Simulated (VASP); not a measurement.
# B (Fd-3m) in VASP: notebook, part 2 of 2

VASP 6.6.1. The steps go on from the part before.

## (4) Single point, PBE (volume scaled by 1.08)

The input, INCAR:

```
  ALGO = Normal
  EDIFF = 1E-7
  ENCUT = 520
  GGA = PE
  ISIF = 2
  ISMEAR = -1
  LASPH = True
  LCHARG = False
  LREAL = False
  LWAVE = False
  NBANDS = 10
  NELM = 100
  PREC = Accurate
  SIGMA = 0.1
```

The input, KPOINTS:

```
k-points
0
Gamma
  22 22 22
```

The input, POSCAR:

```
B
1.0
    0.0000000000      2.0788465204      2.0788465204
    2.0788465204      0.0000000000      2.0788465204
    2.0788465204      2.0788465204      0.0000000000
B
2
Direct
    0.1250000000      0.1250000000      0.1250000000
    0.8750000000      0.8750000000      0.8750000000
```

Potentials or basis: VASP PAW PBE potentials, release 64 (B).

The run is started by

```console
$ cat potpaw_PBE.64/B/POTCAR > POTCAR
$ mpirun -np 1 vasp_std > vasp.out
```

OUTCAR:

```text
EDIFF = 1E-7
   ENCUT = 520
   GGA = PE
   ISIF = 2
   ISMEAR = -1
   LASPH = True
   LREAL = False
   NELM = 100
   PREC = Accurate

 ion  position               nearest neighbor table
   1  0.125  0.125  0.125-   2 1.80   2 1.80   2 1.80   2 1.80
   2  0.875  0.875  0.875-   1 1.80   1 1.80   1 1.80   1 1.80

  LATTYP: Found a face centered cubic cell.
 ALAT       =     4.1576930408

  Lattice vectors:

 A1 = (   0.0000000000,   2.0788465204,   2.0788465204)
 A2 = (   2.0788465204,   0.0000000000,   2.0788465204)
 A3 = (   2.0788465204,   2.0788465204,   0.0000000000)

Analysis of symmetry for initial positions (statically):
=====================================================================
 Subroutine PRICEL returns:
 Original cell was already a primitive cell.

 Routine SETGRP: Setting up the symmetry group for a
 face centered cubic supercell.

 Subroutine GETGRP returns: Found 48 space group operations
 (whereof 12 operations were pure point group operations)
 out of a pool of 48 trial point group operations.

The static configuration has the point symmetry D_3d.
 The point group associated with its full space group is O_h .

Analysis of symmetry for dynamics (positions and initial velocities):
=====================================================================
 Subroutine PRICEL returns:
 Original cell was already a primitive cell.

 Routine SETGRP: Setting up the symmetry group for a
 face centered cubic supercell.

 Subroutine GETGRP returns: Found 48 space group operations
 (whereof 12 operations were pure point group operations)
 out of a pool of 48 trial point group operations.

The dynamic configuration has the point symmetry D_3d.
 The point group associated with its full space group is O_h .

 Subroutine INISYM returns: Found 48 space group operations
 (whereof 12 operations are pure point group operations),
 and found     1 'primitive' translations

[... 115 lines left out ...]
  volume/ion in A,a.u.               =       8.98        60.63
  Fermi-wavevector in a.u.,A,eV,Ry     =   1.135776  2.146306 17.551351  1.289988
  Thomas-Fermi vector in A             =   2.272481
   LORBIT       =      0    0 simple, 1 ext, 2 COOP (PROOUT), +10 PAW based schemes
   GGA     = PE    functional components
[... 5 lines left out ...]
 non-spin polarized calculation
  energy-cutoff  :      520.00
  volume of cell :       17.97
 maximum number of plane-waves:       531
 NGX is ok and might be reduce to    24
   NGX = 11   NGY = 11   NGZ = 11

 number of electron       6.0000000 magnetization

 Free energy of the ion-electron system (eV)
  ---------------------------------------------------
  ext. energy  EPLUGINS =         0.00000000
  ---------------------------------------------------
  free energy    TOTEN  =       -11.47817248 eV

  energy without entropy =      -11.44773090  energy(sigma->0) =      -11.46295169

 E-fermi :   3.1851     XC(G=0): -10.8876

 val. band max:        3.1831368758   @ k =   0.4545   0.1818   0.0000
 cond. band min:       3.1856239379   @ k =  -0.3636   0.1364   0.0000
 fundamental gap:      0.0024870621
 Fermi energy:         3.1850863691

 k-point     1 :       0.0000    0.0000    0.0000
  band No.  band energies     occupation
      1      -9.1551      2.00000
      2       6.9553      0.00000
      3       6.9553      0.00000
      4       6.9553      0.00000
      5      10.9619      0.00000
      6      10.9619      0.00000
      7      10.9619      0.00000
      8      18.1519      0.00000
      9      20.9281      0.00000
     10      25.2646      0.00000
[... 287 lines left out ...]
 k-point    24 :      -0.4545    0.0455    0.0000
  band No.  band energies     occupation
      1      -4.8548      2.00000
      2      -3.1058      2.00000
      3       4.5685      0.00000
      4       4.7594      0.00000
      5      12.9484      0.00000
      6      13.0607      0.00000
      7      14.1634      0.00000
      8      18.3926      0.00000
      9      23.0412      0.00000
     10      25.0842      0.00000

 [... further k-points ...]

------------------------ aborting loop because EDIFF is reached ----------------------------------------

  FORCE on cell =-STRESS in cart. coord.  units (eV):
  Direction    XX          YY          ZZ          XY          YZ          ZX
  --------------------------------------------------------------------------------------
  -------------------------------------------------------------------------------------
  Total       -1.3364527     -1.3364527     -1.3364527     -0.0000000      0.0000000     -0.0000000
  in kB     -119.1699892   -119.1699892   -119.1699892     -0.0000000      0.0000000     -0.0000000
  external PRESSURE =    -119.1699892 kB  Pullay stress =       0.0000000 kB

 VOLUME and BASIS-vectors are now :
 -----------------------------------------------------------------------------
  energy-cutoff  :      520.00
  volume of cell :       17.97
      direct lattice vectors                 reciprocal lattice vectors
     0.000000000  2.078846520  2.078846520    -0.240517996  0.240517996  0.240517996
     2.078846520  0.000000000  2.078846520     0.240517996 -0.240517996  0.240517996
     2.078846520  2.078846520  0.000000000     0.240517996  0.240517996 -0.240517996

 POSITION                                       TOTAL-FORCE (eV/Angst)
 -----------------------------------------------------------------------------------
      0.51971      0.51971      0.51971        -0.000000     -0.000000     -0.000000
      3.63798      3.63798      3.63798         0.000000      0.000000      0.000000
 -----------------------------------------------------------------------------------
    total drift:                                0.000000      0.000000      0.000000

  FREE ENERGIE OF THE ION-ELECTRON SYSTEM (eV)
  ---------------------------------------------------
  free  energy   TOTEN  =       -11.4781724809 eV

  energy  without entropy=      -11.4477309004  energy(sigma->0) =      -11.46295169
```

Wall time 42 s (1 thread of Intel Xeon Platinum 8259CL at 2.50GHz (Skylake/Cascade Lake), shared host); peak memory 0.16 GiB.

What came out:

```
Free energy            : -11.4782 eV
Pressure               : -11.9 GPa
Band gap on the k mesh : zero (band 3 reaches 6.96 eV, above the bottom of band 4 at 0.35 eV)
```

Levels at points of the mesh, in eV from the Fermi level:
```
           k point  band 1  band 2  band 3  band 4  band 5  band 6  band 7  band 8
(0.00, 0.00, 0.00)  -12.34    3.77    3.77    3.77    7.78    7.78    7.78   14.97
(0.50, 0.00, 0.00)   -7.85   -6.58    1.59    1.59    9.78    9.78   10.86   15.14
(0.50, 0.50, 0.00)   -5.78   -5.78   -1.18   -1.18    6.85    6.85   17.03   17.03
```

## (5) Single point, PBE (volume scaled by 1.12)

The input, INCAR:

```
  PREC = Accurate
  ENCUT = 520
  EDIFF = 1E-6
  ISMEAR = -1
  SIGMA = 0.1
  LREAL = F
  LASPH = T
  NELM = 80
  ALGO = Normal
  ISIF = 2
  LWAVE = F
  LCHARG = F
  GGA = PE
  NBANDS = 10
```

The input, KPOINTS:

```
Automatic mesh
0
Gamma
  22 22 22
```

The input, POSCAR:

```
B
1.0
    0.0000000000      2.1042008060      2.1042008060
    2.1042008060      0.0000000000      2.1042008060
    2.1042008060      2.1042008060      0.0000000000
B
2
Direct
    0.1250000000      0.1250000000      0.1250000000
    0.8750000000      0.8750000000      0.8750000000
```

Potentials or basis: VASP PAW PBE potentials, release 64 (B).

The run is started by

```console
$ cat potpaw_PBE.64/B/POTCAR > POTCAR
$ mpirun -np 1 vasp_std > vasp.out
```

OUTCAR:

```text
PREC = Accurate
   ENCUT = 520
   EDIFF = 1E-6
   ISMEAR = -1
   LREAL = F
   LASPH = T
   NELM = 80
   ISIF = 2
   GGA = PE

 ion  position               nearest neighbor table
   1  0.125  0.125  0.125-   2 1.82   2 1.82   2 1.82   2 1.82
   2  0.875  0.875  0.875-   1 1.82   1 1.82   1 1.82   1 1.82

  LATTYP: Found a face centered cubic cell.
 ALAT       =     4.2084016120

  Lattice vectors:

 A1 = (   0.0000000000,   2.1042008060,   2.1042008060)
 A2 = (   2.1042008060,   0.0000000000,   2.1042008060)
 A3 = (   2.1042008060,   2.1042008060,   0.0000000000)

Analysis of symmetry for initial positions (statically):
=====================================================================
 Subroutine PRICEL returns:
 Original cell was already a primitive cell.

 Routine SETGRP: Setting up the symmetry group for a
 face centered cubic supercell.

 Subroutine GETGRP returns: Found 48 space group operations
 (whereof 12 operations were pure point group operations)
 out of a pool of 48 trial point group operations.

The static configuration has the point symmetry D_3d.
 The point group associated with its full space group is O_h .

Analysis of symmetry for dynamics (positions and initial velocities):
=====================================================================
 Subroutine PRICEL returns:
 Original cell was already a primitive cell.

 Routine SETGRP: Setting up the symmetry group for a
 face centered cubic supercell.

 Subroutine GETGRP returns: Found 48 space group operations
 (whereof 12 operations were pure point group operations)
 out of a pool of 48 trial point group operations.

The dynamic configuration has the point symmetry D_3d.
 The point group associated with its full space group is O_h .

 Subroutine INISYM returns: Found 48 space group operations
 (whereof 12 operations are pure point group operations),
 and found     1 'primitive' translations

----------------------------------------------------------------------------------------

                                     Primitive cell

  volume of cell :      18.6334

  direct lattice vectors                    reciprocal lattice vectors
     0.000000000  2.104200806  2.104200806    -0.237619907  0.237619907  0.237619907
     2.104200806  0.000000000  2.104200806     0.237619907 -0.237619907  0.237619907
     2.104200806  2.104200806  0.000000000     0.237619907  0.237619907 -0.237619907

  length of vectors
     2.975789318  2.975789318  2.975789318     0.411569752  0.411569752  0.411569752

  position of ions in fractional coordinates (direct lattice)
     0.125000000  0.125000000  0.125000000
     0.875000000  0.875000000  0.875000000

  ion indices of the primitive-cell ions
   primitive index   ion index
                 1           1
                 2           2

----------------------------------------------------------------------------------------

 KPOINTS: Automatic mesh

Automatic generation of k-mesh.
 Grid dimensions read from file:
 generate k-points for:   22   22   22

 Generating k-lattice:

  Cartesian coordinates                     Fractional coordinates (reciprocal lattice)
    -0.010800905  0.010800905  0.010800905     0.045454545  0.000000000  0.000000000
     0.010800905 -0.010800905  0.010800905     0.000000000  0.045454545  0.000000000
     0.010800905  0.010800905 -0.010800905     0.000000000  0.000000000  0.045454545

  Length of vectors
     0.018707716  0.018707716  0.018707716

  Shift w.r.t. Gamma in fractional coordinates (k-lattice)
     0.000000000  0.000000000  0.000000000

 Subroutine IBZKPT returns following result:
 ===========================================

 Found    328 irreducible k-points:

 Following reciprocal coordinates:
            Coordinates               Weight
  0.000000  0.000000  0.000000      1.000000
  0.045455  0.000000  0.000000      8.000000
  0.090909  0.000000  0.000000      8.000000
  0.136364  0.000000  0.000000      8.000000
  0.181818  0.000000  0.000000      8.000000
  0.227273  0.000000  0.000000      8.000000
[... 16 lines left out ...]
  0.500000  0.045455  0.000000     24.000000
 -0.454545  0.045455  0.000000     24.000000
 [... further k-points ...]
   k-points           NKPTS =    328   k-points in BZ     NKDIM =    328   number of bands    NBANDS=     10
   number of dos      NEDOS =    301   number of ions     NIONS =      2
   total plane-waves  NPLWV =  13824
   dimension x,y,z NGX =    24 NGY =   24 NGZ =   24
   dimension x,y,z NGXF=    48 NGYF=   48 NGZF=   48
   ions per type =               2
   NGX,Y,Z   is equivalent  to a cutoff of  13.41, 13.41, 13.41 a.u.
   NGXF,Y,Z  is equivalent  to a cutoff of  26.82, 26.82, 26.82 a.u.
 SYSTEM =  unknown system
   PREC   = accura    normal or accurate (medium, high low for compatibility)
   ISTART =      0    job   : 0-new  1-cont  2-samecut
   ICHARG =      2    charge: 1-file 2-atom 10-const
   ISPIN  =      1    spin polarized calculation?
   LNONCOLLINEAR =      F non collinear calculations
   LSORBIT =      F    spin-orbit coupling
   LASPH  =      T    aspherical Exc in radial PAW
   ENCUT  =  520.0 eV  38.22 Ry    6.18 a.u.   5.53  5.53  5.53*2*pi/ulx,y,z
   NELM   =     80;   NELMIN=  2; NELMDL= -5     # of ELM steps
   EDIFF  = 0.1E-05   stopping-criterion for ELM
   LREAL  =      F    real-space projection
   EDIFFG = 0.1E-04   stopping-criterion for IOM
   NSW    =      0    number of steps for IOM
   IBRION =     -1    ionic relax: 0-MD 1-quasi-New 2-CG
   NFREE  =      0    steps in history (QN), initial steepest desc. (CG)
   ISIF   =      2    stress and relaxation
   ISYM   =      2    0-nonsym 1-usesym 2-fastsym
   POTIM  = 0.5000    time-step for ionic-motion
   TEBEG  =    0.0;   TEEND  =   0.0 temperature during run
   PSTRESS=    0.0 pullay stress
   NELECT =       6.0000    total number of electrons
   NUPDOWN=      -1.0000    fix difference up-down
   EMIN   =  10.00;   EMAX   =-10.00  energy-range for DOS
   EFERMI =   0.00;   METHOD = LEGACY
   ISMEAR =    -1;   SIGMA  =   0.10  broadening in eV -4-tet -1-fermi 0-gaus
   EFERMI_NEDOS =   21; number of points for ismear=-14 and -15
   IALGO  =     38    algorithm
   IMIX   =      4    mixing-type and parameters
     AMIX     =   0.40;   BMIX     =  1.00
     AMIX_MAG =   1.60;   BMIX_MAG =  1.00
  volume/ion in A,a.u.               =       9.32        62.87
  Fermi-wavevector in a.u.,A,eV,Ry     =   1.122091  2.120444 17.130934  1.259088
  Thomas-Fermi vector in A             =   2.258749
   LORBIT       =      0    0 simple, 1 ext, 2 COOP (PROOUT), +10 PAW based schemes
   GGA     = PE    functional components
[... 5 lines left out ...]
 non-spin polarized calculation
  energy-cutoff  :      520.00
  volume of cell :       18.63
 maximum number of plane-waves:       531
 NGX is ok and might be reduce to    24
   NGX = 11   NGY = 11   NGZ = 11

 number of electron       6.0000000 magnetization

 Free energy of the ion-electron system (eV)
  ---------------------------------------------------
  ext. energy  EPLUGINS =         0.00000000
  ---------------------------------------------------
  free energy    TOTEN  =       -11.41927213 eV

  energy without entropy =      -11.38783377  energy(sigma->0) =      -11.40355295

 E-fermi :   2.9276     XC(G=0): -10.7436

 val. band max:        2.9240166385   @ k =  -0.3636   0.3182   0.0000
 cond. band min:       2.9443934436   @ k =   0.4091   0.1818   0.0909
 fundamental gap:      0.0203768051
 Fermi energy:         2.9275503774

 k-point     1 :       0.0000    0.0000    0.0000
  band No.  band energies     occupation
      1      -9.1679      2.00000
      2       6.5824      0.00000
      3       6.5824      0.00000
      4       6.5824      0.00000
      5      10.5246      0.00000
      6      10.5246      0.00000
      7      10.5246      0.00000
      8      17.1865      0.00000
      9      20.2114      0.00000
     10      24.6062      0.00000
[... 287 lines left out ...]
 k-point    24 :      -0.4545    0.0455    0.0000
  band No.  band energies     occupation
      1      -5.0025      2.00000
      2      -3.1981      2.00000
      3       4.2686      0.00000
      4       4.4562      0.00000
      5      12.4838      0.00000
      6      12.5910      0.00000
      7      13.4478      0.00000
      8      17.8136      0.00000
      9      22.2690      0.00000
     10      24.4017      0.00000

 [... further k-points ...]

------------------------ aborting loop because EDIFF is reached ----------------------------------------

  FORCE on cell =-STRESS in cart. coord.  units (eV):
  Direction    XX          YY          ZZ          XY          YZ          ZX
  --------------------------------------------------------------------------------------
  -------------------------------------------------------------------------------------
  Total       -1.9095379     -1.9095379     -1.9095379     -0.0000000      0.0000000     -0.0000000
  in kB     -164.1902304   -164.1902304   -164.1902304     -0.0000000      0.0000000     -0.0000000
  external PRESSURE =    -164.1902304 kB  Pullay stress =       0.0000000 kB

 VOLUME and BASIS-vectors are now :
 -----------------------------------------------------------------------------
  energy-cutoff  :      520.00
  volume of cell :       18.63
      direct lattice vectors                 reciprocal lattice vectors
     0.000000000  2.104200806  2.104200806    -0.237619907  0.237619907  0.237619907
     2.104200806  0.000000000  2.104200806     0.237619907 -0.237619907  0.237619907
     2.104200806  2.104200806  0.000000000     0.237619907  0.237619907 -0.237619907

 POSITION                                       TOTAL-FORCE (eV/Angst)
 -----------------------------------------------------------------------------------
      0.52605      0.52605      0.52605        -0.000000     -0.000000     -0.000000
      3.68235      3.68235      3.68235         0.000000      0.000000      0.000000
 -----------------------------------------------------------------------------------
    total drift:                                0.000000      0.000000      0.000000

  FREE ENERGIE OF THE ION-ELECTRON SYSTEM (eV)
  ---------------------------------------------------
  free  energy   TOTEN  =       -11.4192721335 eV

  energy  without entropy=      -11.3878337733  energy(sigma->0) =      -11.40355295
```

OSZICAR:

```text
N       E                     dE             d eps       ncg     rms          rms(c)
DAV:   1    -0.173304584905E+01   -0.17330E+01   -0.27562E+03  6608   0.514E+02
DAV:   2    -0.113832653269E+02   -0.96502E+01   -0.91395E+01  9274   0.785E+01
DAV:   3    -0.115460266232E+02   -0.16276E+00   -0.16190E+00  7992   0.772E+00
DAV:   4    -0.115462024436E+02   -0.17582E-03   -0.17581E-03  7434   0.276E-01
DAV:   5    -0.115462025368E+02   -0.93241E-07   -0.93488E-07  7480   0.679E-03    0.255E+00
DAV:   6    -0.114547329058E+02    0.91470E-01   -0.42432E-02  7194   0.119E+00    0.154E+00
DAV:   7    -0.114187903838E+02    0.35943E-01   -0.65204E-02  7654   0.148E+00    0.186E-01
DAV:   8    -0.114192540024E+02   -0.46362E-03   -0.15046E-03  6982   0.295E-01    0.248E-02
DAV:   9    -0.114192681224E+02   -0.14120E-04   -0.27443E-05  8026   0.360E-02    0.115E-02
DAV:  10    -0.114192720290E+02   -0.39066E-05   -0.30237E-06  7160   0.126E-02    0.928E-04
DAV:  11    -0.114192721335E+02   -0.10447E-06   -0.76176E-08  3684   0.198E-03
   1 F= -.11419272E+02 E0= -.11403553E+02  d E =-.314384E-01
```

It took 43 s on 1 thread of Intel Xeon Platinum 8259CL at 2.50GHz (Skylake/Cascade Lake), shared host; peak memory 0.17 GiB.

Results:

```yaml
Free_energy: -11.4193 eV
Pressure: -16.4 GPa
Band_gap_on_the_k_mesh: zero (band 3 reaches 6.58 eV, above the bottom of band 4 at 0.21 eV)
```

Levels at points of the mesh, in eV from the Fermi level:
| k point | band 1 | band 2 | band 3 | band 4 | band 5 | band 6 | band 7 |
| --- | --- | --- | --- | --- | --- | --- | --- |
| (0.00, 0.00, 0.00) | -12.10 | 3.65 | 3.65 | 3.65 | 7.60 | 7.60 | 7.60 |
| (0.50, 0.00, 0.00) | -7.76 | -6.39 | 1.54 | 1.54 | 9.57 | 9.57 | 10.40 |
| (0.50, 0.50, 0.00) | -5.70 | -5.70 | -1.13 | -1.13 | 6.70 | 6.70 | 16.51 |

## (6) Overview

```csv
cell,gap on the mesh (eV),pressure (GPa)
"a = 2.865 Å, angles 60.0°, 2 atoms",none,0.0
"a = 2.903 Å, angles 60.0°, 2 atoms",none,-6.5
"a = 2.940 Å, angles 60.0°, 2 atoms",none,-11.9
"a = 2.976 Å, angles 60.0°, 2 atoms",none,-16.4
```

Alike in all rows: task single point; level PBE; potentials or basis VASP PAW PBE potentials, release 64 (B); no spin polarisation; k mesh 22 × 22 × 22; cutoff (eV) 520; smearing fermi-dirac 0.1 eV.

Total energies depend on the potentials used, so only differences within one code and one set of settings carry meaning.
